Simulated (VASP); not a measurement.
Here is a VASP 6.6.1 calculation.

File INCAR:

```
  PREC = Accurate
  ENCUT = 520
  EDIFF = 1E-8
  ISMEAR = -1
  SIGMA = 0.15
  LREAL = False
  LASPH = True
  NELM = 80
  ALGO = Normal
  ISIF = 2
  LWAVE = False
  LCHARG = False
  GGA = PE
  NBANDS = 16
  IBRION = 8
  NSW = 1
```

KPOINTS

```
Automatic mesh
0
Gamma
  12 12 12
```

Contents of POSCAR:

```
SiPb
1.0
    3.5626000000      0.0000000000      0.0000000000
    0.0000000000      3.5626000000      0.0000000000
    0.0000000000      0.0000000000      3.5626000000
Pb Si
1 1
Direct
    0.0000000000      0.0000000000      0.0000000000
    0.5000000000      0.5000000000      0.5000000000
```

Potentials or basis: VASP PAW PBE potentials, release 64 (Pb_d, Si).

Launch:

```sh
$ cat potpaw_PBE.64/Pb_d/POTCAR potpaw_PBE.64/Si/POTCAR > POTCAR
$ mpirun -np 1 vasp_std > vasp.out
```

(1) Estimate the highest phonon frequency at Γ.

Answers

(1) 144 cm⁻¹.

Caveat: the cell stands under pressure or tension, which shifts response properties.
